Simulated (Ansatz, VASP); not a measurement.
Sb: VASP beside Ansatz

```
CELL_PARAMETERS angstrom
3.11729 0.00000 0.00000
0.00000 3.11729 0.00000
0.00000 0.00000 3.11729
ATOMIC_POSITIONS crystal
Sb 0.00000 0.00000 0.00000
```

Alike in both runs: task single point; functional LDA; k mesh 8 × 8 × 8; occupations fermi-dirac, width 0.05 eV; no spin polarisation.

|  | VASP | Ansatz |
| --- | --- | --- |
| version | VASP 6.6.1 | Ansatz 0.2.0 |
| potentials or method | VASP PAW LDA potentials, release 64 (Sb) | Ansatz PAW |
| plane-wave cutoff (eV) | 520 | 420 |
| valence electrons in the cell | 5 | 15 |

VASP gave:

- gap on the k mesh at the Fermi level (eV): none
- pressure (GPa): -3.8

Q: Estimate Ansatz's values.

A: gap on the k mesh at the Fermi level (eV): none; pressure (GPa): -3.9.

LDA's correlation is that of Perdew and Zunger in VASP and of Perdew and Wang (1992) in Ansatz. A gap of «none» marks a metal or a gap that the smearing closes. VASP's potentials hold 5 valence electrons a cell and Ansatz's 15, so a difference there can come from the potentials and not from the codes.

Neither program's run includes spin-orbit coupling.
